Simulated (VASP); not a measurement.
# Al4N5 in VASP: single point with PBE

Aim: the single point of Al4N5 with PBE.

All numbers are computed with VASP 6.6.1; they aren't measurements. Logs are shortened: lines on timing, memory, paths and dates and some standing lists are left out, and cuts for length are marked.

## (1) The cell of the first run

The cell holds a slab with vacuum, 9 atoms: a = 3.130 Å, b = 5.017 Å, c = 19.062 Å, α = 90.00°, β = 90.00°, γ = 90.00°.

## (2) Single point, PBE, collinear spin

File INCAR:

```
SYSTEM = Al4N5
ALGO     = Normal         ! electronic algorithm
DIPOL    = 0.5 0.5 0.319
EDIFF    = 1E-6           ! SCF threshold, eV
ENCUT    = 520            ! plane-wave cutoff, eV
GGA      = PE             ! functional
GGA_COMPAT= .FALSE.      
IDIPOL   = 3            
ISIF     = 2              ! what is computed and relaxed
ISMEAR   = 0              ! smearing method
ISPIN    = 2              ! spin polarisation
LASPH    = .TRUE.         ! aspherical terms in the spheres
LCHARG   = .FALSE.        ! write CHGCAR
LDIPOL   = .TRUE.       
LORBIT   = 11             ! projections on sites
LREAL    = .FALSE.        ! projectors in reciprocal space
LWAVE    = .FALSE.        ! write WAVECAR
MAGMOM   = 0 0 0 0 0 0 0 0 3 ! initial moments
NBANDS   = 32             ! bands
NELM     = 200            ! most SCF steps
NELMDL   = -8           
PREC     = Accurate       ! precision mode
SIGMA    = 0.05           ! smearing width, eV
```

File KPOINTS:

```
k-points
0
G
  9 6 1
  0 0 0
```

File POSCAR:

```
Al4N5
1.0
    3.1297683445      0.0000000000      0.0000000000
    0.0000000000      5.0173032419      0.0000000000
    0.0000000000      0.0000000000     19.0620320396
Al N
4 5
Direct
    0.0000000000      0.9982714950      0.2098412169
    0.5000000000      0.4982714950      0.2572383830
    0.5000000000      0.9915197257      0.3577010219
    0.0000000000      0.4624332462      0.3868097530
    0.0000000000      0.6167285050      0.2098412169
    0.5000000000      0.1167285050      0.2572383830
    0.5000000000      0.6143669392      0.3564124135
    0.0000000000      0.1112303975      0.3967065014
    0.3333333333      0.7778970642      0.4353580069
```

Potentials or basis: VASP PAW PBE potentials, release 64 (Al, N).

Launch:

```console
$ cat potpaw_PBE.64/Al/POTCAR potpaw_PBE.64/N/POTCAR > POTCAR
$ mpirun -np 1 vasp_std > vasp.out
```

OUTCAR:

```text
SYSTEM = Al4N5
   EDIFF = 1E-6
   ENCUT = 520
   GGA = PE
   ISIF = 2
   ISMEAR = 0
   ISPIN = 2
   LASPH = .TRUE.
   LORBIT = 11
   LREAL = .FALSE.
   NELM = 200
   NELMDL = -8
   PREC = Accurate

 ion  position               nearest neighbor table
   1  0.000  0.998  0.210-   6 1.90   6 1.90   5 1.91   2 3.09   2 3.09   2 3.09   2 3.09   3 3.22
                             3 3.22
   2  0.500  0.498  0.257-   5 1.90   5 1.90   6 1.91   7 1.98   4 2.93   4 2.93   1 3.09   1 3.09
                             1 3.09   1 3.09   3 3.13   3 3.18
   3  0.500  0.992  0.358-   8 1.83   8 1.83   7 1.89   9 1.90   6 2.02   4 2.89   4 2.89   2 3.13
                             4 3.13   4 3.13   2 3.18   1 3.22   1 3.22
   4  0.000  0.462  0.387-   8 1.77   7 1.83   7 1.83   9 2.11   3 2.89   3 2.89   2 2.93   2 2.93
                             3 3.13   3 3.13
   5  0.000  0.617  0.210-   2 1.90   2 1.90   1 1.91
   6  0.500  0.117  0.257-   1 1.90   1 1.90   2 1.91   3 2.02
   7  0.500  0.614  0.356-   4 1.83   4 1.83   3 1.89   2 1.98
   8  0.000  0.111  0.397-   4 1.77   3 1.83   3 1.83
   9  0.333  0.778  0.435-   3 1.90   4 2.11

  LATTYP: Found a simple orthorhombic cell.
 ALAT       =     3.1297683445
 B/A-ratio  =     1.6030909287
 C/A-ratio  =     6.0905568532

  Lattice vectors:

 A1 = (   3.1297683445,   0.0000000000,   0.0000000000)
 A2 = (   0.0000000000,   5.0173032419,   0.0000000000)
 A3 = (   0.0000000000,   0.0000000000,  19.0620320396)

Analysis of symmetry for initial positions (statically):
=====================================================================
 Subroutine PRICEL returns:
 Original cell was already a primitive cell.

 Routine SETGRP: Setting up the symmetry group for a
 simple orthorhombic supercell.

 Subroutine GETGRP returns: Found  1 space group operations
 (whereof  1 operations were pure point group operations)
 out of a pool of  8 trial point group operations.

The static configuration has the point symmetry C_1 .

Analysis of symmetry for dynamics (positions and initial velocities):
=====================================================================
 Subroutine PRICEL returns:
 Original cell was already a primitive cell.

 Routine SETGRP: Setting up the symmetry group for a
 simple orthorhombic supercell.

 Subroutine GETGRP returns: Found  1 space group operations
 (whereof  1 operations were pure point group operations)
 out of a pool of  8 trial point group operations.

The dynamic configuration has the point symmetry C_1 .

Analysis of structural, dynamic, and magnetic symmetry:
=====================================================================
 Subroutine PRICEL returns:
 Original cell was already a primitive cell.

 Routine SETGRP: Setting up the symmetry group for a
 simple orthorhombic supercell.

 Subroutine GETGRP returns: Found  1 space group operations
 (whereof  1 operations were pure point group operations)
 out of a pool of  8 trial point group operations.

The overall configuration has the point symmetry C_1 .

 Subroutine INISYM returns: Found  1 space group operations
 (whereof  1 operations are pure point group operations),
 and found     1 'primitive' translations

----------------------------------------------------------------------------------------

                                     Primitive cell

  volume of cell :     299.3310

  direct lattice vectors                    reciprocal lattice vectors
     3.129768344  0.000000000  0.000000000     0.319512465  0.000000000  0.000000000
     0.000000000  5.017303242  0.000000000     0.000000000  0.199310257  0.000000000
     0.000000000  0.000000000 19.062032040     0.000000000  0.000000000  0.052460304

  length of vectors
     3.129768344  5.017303242 19.062032040     0.319512465  0.199310257  0.052460304

  position of ions in fractional coordinates (direct lattice)
     0.000000000  0.998271495  0.209841217
     0.500000000  0.498271495  0.257238383
     0.500000000  0.991519726  0.357701022
[... 80 lines left out ...]
 SYSTEM =  Al4N5
   PREC   = accura    normal or accurate (medium, high low for compatibility)
   ISTART =      0    job   : 0-new  1-cont  2-samecut
   ICHARG =      2    charge: 1-file 2-atom 10-const
   ISPIN  =      2    spin polarized calculation?
   LNONCOLLINEAR =      F non collinear calculations
   LSORBIT =      F    spin-orbit coupling
   LASPH  =      T    aspherical Exc in radial PAW
   ENCUT  =  520.0 eV  38.22 Ry    6.18 a.u.   5.82  9.33 35.44*2*pi/ulx,y,z
   NELM   =    200;   NELMIN=  2; NELMDL= -8     # of ELM steps
   EDIFF  = 0.1E-05   stopping-criterion for ELM
   LREAL  =      F    real-space projection
   EDIFFG = 0.1E-04   stopping-criterion for IOM
   NSW    =      0    number of steps for IOM
   IBRION =     -1    ionic relax: 0-MD 1-quasi-New 2-CG
   NFREE  =      0    steps in history (QN), initial steepest desc. (CG)
   ISIF   =      2    stress and relaxation
   ISYM   =      2    0-nonsym 1-usesym 2-fastsym
   POTIM  = 0.5000    time-step for ionic-motion
   TEBEG  =    0.0;   TEEND  =   0.0 temperature during run
   PSTRESS=    0.0 pullay stress
   NELECT =      37.0000    total number of electrons
   NUPDOWN=      -1.0000    fix difference up-down
   EMIN   =  10.00;   EMAX   =-10.00  energy-range for DOS
   EFERMI =   0.00;   METHOD = LEGACY
   ISMEAR =     0;   SIGMA  =   0.05  broadening in eV -4-tet -1-fermi 0-gaus
   EFERMI_NEDOS =   21; number of points for ismear=-14 and -15
   IALGO  =     38    algorithm
   IMIX   =      4    mixing-type and parameters
     AMIX     =   0.40;   BMIX     =  1.00
     AMIX_MAG =   1.60;   BMIX_MAG =  1.00
  volume/ion in A,a.u.               =      33.26       224.44
  Fermi-wavevector in a.u.,A,eV,Ry     =   0.815502  1.541075  9.048458  0.665043
  Thomas-Fermi vector in A             =   1.925601
   LORBIT       =     11    0 simple, 1 ext, 2 COOP (PROOUT), +10 PAW based schemes
   GGA     = PE    functional components
   LHFCALC =     F    Hartree Fock is set to
   AEXX    =    0.0000 exact exchange contribution
   IVDW    =     0    specifies the selected vdW correction
   LEPSILON=     F    determine dielectric tensor
   LRPA    =     F    only Hartree local field effects (RPA)
 spin polarized calculation
 Gauss-broadening in eV      SIGMA  =   0.05
  energy-cutoff  :      520.00
  volume of cell :      299.33
 maximum number of plane-waves:      8106
 NGX is ok and might be reduce to    24
   NGX = 11   NGY = 19   NGZ = 71

 number of electron      36.9999996 magnetization       0.9998238

 dipolmoment           0.000000      0.000000      0.191599 electrons x Angstroem

 Free energy of the ion-electron system (eV)
  ---------------------------------------------------
  ext. energy  EPLUGINS =         0.00000000
  ---------------------------------------------------
  free energy    TOTEN  =       -58.36198668 eV

  energy without entropy =      -58.36196653  energy(sigma->0) =      -58.36197661

 E-fermi :  -0.7479     XC(G=0):  -4.1709

 val. band max:       -0.8507156170   @ k =   0.2222  -0.3333   0.0000
 cond. band min:      -0.6556231388   @ k =   0.0000   0.0000   0.0000
 fundamental gap:      0.1950924782
 Fermi energy:        -0.7478886597

 spin component 1

 k-point     1 :       0.0000    0.0000    0.0000
  band No.  band energies     occupation
      1     -19.1533      1.00000
      2     -16.7777      1.00000
      3     -15.5314      1.00000
      4     -14.5763      1.00000
      5     -13.9825      1.00000
      6      -8.5394      1.00000
[... 781 lines left out ...]
     29       5.7333      0.00000
     30       5.8210      0.00000

 [... further k-points ...]

 spin component 2

 k-point     1 :       0.0000    0.0000    0.0000
  band No.  band energies     occupation
      1     -18.8714      1.00000
      2     -16.7390      1.00000
      3     -15.3151      1.00000
      4     -14.5509      1.00000
      5     -13.3717      1.00000
      6      -8.3604      1.00000
[... 781 lines left out ...]
     29       5.7194      0.00000
     30       5.8330      0.00000

 [... further k-points ...]

 [bands above 30 left out]

------------------------ aborting loop because EDIFF is reached ----------------------------------------

 vacuum level on the upper side and lower side of the slab       (xc-potential included)         1.019        -1.098

  FORCE on cell =-STRESS in cart. coord.  units (eV):
  Direction    XX          YY          ZZ          XY          YZ          ZX
  --------------------------------------------------------------------------------------
  -------------------------------------------------------------------------------------
  Total        6.7482065      1.2935454     -1.7794715     -0.1586388     -2.0522087     -1.0334833
  in kB       36.1199556      6.9237363     -9.5246687     -0.8491182    -10.9845020     -5.5317468
  external PRESSURE =      11.1730078 kB  Pullay stress =       0.0000000 kB

 VOLUME and BASIS-vectors are now :
 -----------------------------------------------------------------------------
  energy-cutoff  :      520.00
  volume of cell :      299.33
      direct lattice vectors                 reciprocal lattice vectors
     3.129768344  0.000000000  0.000000000     0.319512465  0.000000000  0.000000000
     0.000000000  5.017303242  0.000000000     0.000000000  0.199310257  0.000000000
     0.000000000  0.000000000 19.062032040     0.000000000  0.000000000  0.052460304

 POSITION                                       TOTAL-FORCE (eV/Angst)
 -----------------------------------------------------------------------------------
      0.00000      5.00863      4.00000        -0.017054     -1.559092      2.188336
      1.56488      2.49998      4.90349        -0.144516      0.695738     -2.310065
      1.56488      4.97476      6.81851         0.535221      0.913162      0.087275
      0.00000      2.32017      7.37338         0.354293      1.180697      2.722028
      0.00000      3.09431      4.00000        -0.044717      0.681431      0.927421
      1.56488      0.58566      4.90349         0.054484      0.210249     -1.055782
      1.56488      3.08247      6.79394         0.549218     -0.242445     -1.273640
      0.00000      0.55808      7.56203        -0.465662      0.909671     -1.318241
      1.04326      3.90295      8.29881        -0.821268     -2.789409      0.032669
 -----------------------------------------------------------------------------------
    total drift:                                0.000046     -0.000837      0.000032

  FREE ENERGIE OF THE ION-ELECTRON SYSTEM (eV)
  ---------------------------------------------------
  free  energy   TOTEN  =       -58.3619866844 eV

  energy  without entropy=      -58.3619665342  energy(sigma->0) =      -58.36197661

 vacuum level on the upper side and lower side of the slab         4.823         2.644

 total charge

# of ion       s       p       d       tot
------------------------------------------
    1        0.388   0.367   0.000   0.755
    2        0.368   0.410   0.000   0.778
    3        0.366   0.463   0.000   0.829
    4        0.379   0.458   0.000   0.837
    5        1.236   2.480   0.000   3.716
    6        1.237   2.562   0.000   3.799
    7        1.247   2.605   0.000   3.852
    8        1.256   2.548   0.000   3.803
    9        1.363   2.124   0.000   3.487
--------------------------------------------------
tot          7.840  14.017   0.000  21.857

 magnetization (x)

# of ion       s       p       d       tot
------------------------------------------
    1        0.002   0.002   0.000   0.004
    2        0.000  -0.000   0.000   0.000
    3       -0.002   0.001   0.000  -0.001
    4        0.010   0.011   0.000   0.021
    5        0.000   0.003   0.000   0.003
    6        0.001   0.005   0.000   0.006
    7        0.006   0.035   0.000   0.041
    8        0.027   0.116   0.000   0.142
    9        0.016   0.448   0.000   0.464
--------------------------------------------------
tot          0.061   0.621   0.000   0.682
```

It took 28 min on 1 thread of Oxide Virtual Turin-like, shared host; peak memory 0.65 GiB.

Results:

```
Free energy                                           : -58.3620 eV
Largest force                                         : 2.988 eV/Å
Band gap on the k mesh                                : 0.20 eV (least direct gap 0.45 eV)
Net moment                                            : 1.00 μB per cell
Site moments                                          : Al +0.00, -0.00, +0.02 (each value once); N +0.00, +0.01, +0.04, +0.14, +0.46 μB
Valence electrons inside the program's atomic spheres : Al 0.76, 0.78, 0.83, 0.84; N 3.72, 3.80, 3.85, 3.49 (each value once)
```

Forces in eV/Å, atoms in the order of the input:
```
Al  -0.017 -1.559  2.188
Al  -0.145  0.696 -2.310
Al   0.535  0.913  0.087
Al   0.354  1.181  2.722
N   -0.045  0.681  0.927
N    0.054  0.210 -1.056
N    0.549 -0.242 -1.274
N   -0.466  0.910 -1.318
N   -0.821 -2.789  0.033
```
